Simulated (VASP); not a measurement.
Input of a VASP 6.6.1 run:

INCAR

```
SYSTEM = C
PREC     = Accurate       ! precision mode
ENCUT    = 520            ! plane-wave cutoff, eV
EDIFF    = 1E-7           ! SCF threshold, eV
ISMEAR   = -1             ! smearing method
SIGMA    = 0.05           ! smearing width, eV
LREAL    = .False.        ! projectors in reciprocal space
LASPH    = .True.         ! aspherical terms in the spheres
NELM     = 100            ! most SCF steps
ALGO     = Normal         ! electronic algorithm
ISIF     = 2              ! what is computed and relaxed
LWAVE    = .False.        ! write WAVECAR
LCHARG   = .True.         ! write CHGCAR
GGA      = CA             ! functional
LELF     = .True.         ! ELF
LVHAR    = .True.       
NBANDS   = 11             ! bands
```

Contents of KPOINTS:

```
regular mesh
0
Gamma
  12 12 3
  0 0 0
```

The input POSCAR:

```
C
1.0
    2.4724366638      0.0000000000      0.0000000000
   -1.2362183319      2.1411929601      0.0000000000
    0.0000000000      0.0000000000      8.5802540340
C
2
Direct
    0.6666666667      0.3333333333      0.0000000000
    0.3333333333      0.6666666667      0.0000000000
```

Potentials or basis: VASP PAW LDA potentials, release 64 (C).

Run with:

```sh
$ cat potpaw_LDA.64/C/POTCAR > POTCAR
$ mpirun -np 1 vasp_std > vasp.out
```

Task: What does it give for the band gap on the k mesh?

Result: Zero (filled and empty bands touch).
